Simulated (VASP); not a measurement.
Write the native input for VASP 6.6.1 that does the following.

| Quantity | Value |
| --- | --- |
| Task | single point |
| Functional | PBEsol |
| Potentials or basis | VASP PAW PBE potentials, release 64 (Ga_d, P, Si, H) |
| Cutoff | 520 eV |
| k mesh | 2 × 2 × 2, shifted |
| Occupations | fermi-dirac, width 0.05 eV |
| Spin | no spin polarisation |
| Dipole correction | no |
| Further INCAR settings | LREAL = Auto; ALGO = Normal; EDIFF = 1e-06; NBANDS = 86 |

The structure of Ga8SiP7H (a cell with a defect) lies in POSCAR:

```
Ga8SiP7H
1.0
    7.6669220000      0.0000000000      0.0000000000
   -0.0000010000      6.6397500000      0.0000000000
    0.0000000000      0.0000000000      6.3158210000
Ga P Si H
8 7 1 1
Direct
    0.9939430000      0.3310420000      0.0056190000
    0.4992040000      0.3373870000      0.0013230000
    0.2485260000      0.8309080000      0.9998850000
    0.7499580000      0.8303670000      0.0001020000
    0.2187920000      0.1499700000      0.5194000000
    0.0036150000      0.6663290000      0.4985380000
    0.7509830000      0.1627400000      0.4892320000
    0.4966780000      0.6642980000      0.4980160000
    0.9920730000      0.3298560000      0.3782700000
    0.2497040000      0.8389710000      0.3754550000
    0.7513340000      0.8336230000      0.3736410000
    0.2534190000      0.1664710000      0.8725490000
    0.0016870000      0.6692380000      0.8745170000
    0.7498390000      0.1672640000      0.8777660000
    0.4997100000      0.6647270000      0.8771280000
    0.5249910000      0.3509640000      0.3643240000
    0.3695050000      0.2537610000      0.4401280000
```

These files were run (other wordings do the same):

INCAR

```
PREC = Accurate
ENCUT = 520
EDIFF = 1E-6
ISMEAR = -1
SIGMA = 0.05
LREAL = Auto
LASPH = True
NELM = 80
ALGO = Normal
ISIF = 2
LWAVE = False
LCHARG = True
GGA = PS
LELF = True
LVHAR = True
NBANDS = 86
```

KPOINTS

```
Automatic mesh
0
Gamma
  2 2 2
  0.5 0.5 0.5
```

Potentials or basis: VASP PAW PBE potentials, release 64 (Ga_d, P, Si, H).

Command:

```console
$ cat potpaw_PBE.64/Ga_d/POTCAR potpaw_PBE.64/P/POTCAR potpaw_PBE.64/Si/POTCAR potpaw_PBE.64/H/POTCAR > POTCAR
$ mpirun -np 1 vasp_std > vasp.out
```

Results of the run:

| Quantity | Value |
| --- | --- |
| Pressure | 4.0 GPa |
| Largest force | 3.052 eV/Å |
| Band gap on the k mesh | 2.00 eV |

Caveat: the PAW data sets were made with another functional, which shifts forces and pressure a little.

Wall time 3.6 min on 1 thread of Intel(R) Xeon(R) Platinum 8259CL CPU @ 2.50GHz (Skylake/Cascade Lake), on a shared host, peak memory 0.39 GiB.
